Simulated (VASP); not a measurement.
A run of VASP 6.6.1 is set up as follows.

File INCAR:

```
PREC     = Accurate       # precision mode
ENCUT    = 520            # plane-wave cutoff, eV
EDIFF    = 1E-6           # SCF threshold, eV
ISMEAR   = 1              # smearing method
SIGMA    = 0.1            # smearing width, eV
LREAL    = F              # projectors in reciprocal space
LASPH    = T              # aspherical terms in the spheres
NELM     = 80             # most SCF steps
ALGO     = Normal         # electronic algorithm
ISIF     = 2              # what is computed and relaxed
LWAVE    = F              # write WAVECAR
LCHARG   = T              # write CHGCAR
GGA      = CA             # functional
LELF     = T              # ELF
LVHAR    = T            
NBANDS   = 12             # bands
```

The input KPOINTS:

```
Automatic mesh
0
Gamma
  11 11 11
```

The input POSCAR:

```
Hg
1.0
    1.7463233735      1.0082402698      2.1478810803
   -1.7463233735      1.0082402698      2.1478810803
    0.0000000000     -2.0164805396      2.1478810803
Hg
1
Direct
    0.0000000000      1.0000000000      0.0000000000
```

Potentials or basis: VASP PAW LDA potentials, release 64 (Hg).

Launch:

```console
$ cat potpaw_LDA.64/Hg/POTCAR > POTCAR
$ mpirun -np 1 vasp_std > vasp.out
```

Estimate the pressure.

0.9 GPa.

What does it give for the band gap on the k mesh?

Zero (bands 6 and 7 overlap by 2.76 eV).

Stress tensor (GPa, compression positive):
```
0.63 0.00 0.00
0.00 0.63 0.00
0.00 0.00 1.41
```

Caveat: spin-orbit coupling is left out, which moves the levels of the heavy elements.
